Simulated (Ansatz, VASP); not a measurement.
One calculation of Ta2AlF3, two programs

```xyz
6
Lattice="6.4467 0.0000 0.0000 -3.2234 5.5830 0.0000 0.0000 0.0000 2.5769" Properties=species:S:1:pos:R:3 pbc="T T T"
Ta    0.0000    3.7220    1.2884
Ta    3.2234    1.8610    1.2884
Al    0.0000    0.0000    1.2884
F     2.1905    0.0000    1.2884
F    -1.0953    1.8971    1.2884
F     2.1281    3.6860    1.2884
```

Alike in both runs: functional PBE; k mesh 3 × 3 × 6; occupations gaussian, width 0.1 eV; no spin polarisation.

Ansatz relaxed the structure, and its values are those at the end. VASP's run is a single point on that final structure, the one shown.

|  | VASP | Ansatz |
| --- | --- | --- |
| version | VASP 6.6.1 | Ansatz 0.2.0 |
| potentials or method | VASP PAW PBE potentials, release 64 (Ta_pv, Al, F), cutoff 520 eV | scalar-relativistic, plane waves, PAW |
| valence electrons in the cell | 46 | 50 |

|  | VASP | Ansatz | Ansatz less VASP |
| --- | --- | --- | --- |
| gap on the k mesh at the Fermi level (eV) | none | none | - |
| pressure (GPa) | 0.2 | 0.2 | -0.04 |
| rms of the force components (eV/Å) | 0.003 | 0.014 | +0.0107 |

A gap of «none» marks a metal or a gap that the smearing closes. VASP's potentials hold 46 valence electrons a cell and Ansatz's 50, so a difference there can come from the potentials and not from the codes.

The k mesh is coarse, so the values compare programs but aren't converged. Neither program's run includes spin-orbit coupling.
